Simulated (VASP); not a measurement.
Wanted: the native input for a VASP 6.6.1 run.

| Property | Result |
| --- | --- |
| Task | single point |
| Functional | PBE |
| Potentials or basis | VASP PAW PBE potentials, release 64 (Ba_sv, Te) |
| Cutoff | 520 eV |
| k mesh | 10 × 10 × 10 |
| Occupations | fermi-dirac, width 0.05 eV |
| Spin | non-collinear spin, zero start, spin-orbit coupling |
| Starting moments | [[0.0, 0.0, 0.0], [0.0, 0.0, 0.0]] μB |
| Dipole correction | no |
| Further INCAR settings | ALGO = Normal; EDIFF = 1e-06; NBANDS = 28 |

The structure of BaTe lies in POSCAR:

```
BaTe
1.0
    0.0000000000      3.4100000000      3.4100000000
    3.4100000000      0.0000000000      3.4100000000
    3.4100000000      3.4100000000      0.0000000000
Ba Te
1 1
Direct
    0.0000000000      0.0000000000      0.0000000000
    0.5000000000      0.5000000000      0.5000000000
```

One way to write it, as run:

INCAR

```
SYSTEM = BaTe
PREC = Accurate ; ENCUT = 520
EDIFF = 1E-6 ; ISMEAR = -1
SIGMA = 0.05 ; LREAL = .False.
LASPH = .True. ; NELM = 150
ALGO = Normal ; ISIF = 2
LWAVE = .False. ; LCHARG = .False.
MAGMOM = 0 0 0 0 0 0 ; LORBIT = 11
LSORBIT = .True. ; GGA_COMPAT = .False.
LORBMOM = .True. ; GGA = PE
NBANDS = 28
```

KPOINTS

```
Automatic mesh
0
Gamma
  10 10 10
  0 0 0
```

Potentials or basis: VASP PAW PBE potentials, release 64 (Ba_sv, Te).

Run with:

```console
$ cat potpaw_PBE.64/Ba_sv/POTCAR potpaw_PBE.64/Te/POTCAR > POTCAR
$ mpirun -np 1 vasp_ncl > vasp.out
```

It gave:

- Pressure: 4.2 GPa
- Net moment: 0.00 μB per cell
- Valence electrons inside the program's atomic spheres: Ba 7.94; Te 3.50

Wall time 3.7 min on 1 thread of Intel(R) Xeon(R) Platinum 8259CL CPU @ 2.50GHz (Skylake/Cascade Lake), on a shared host, peak memory 0.48 GiB.
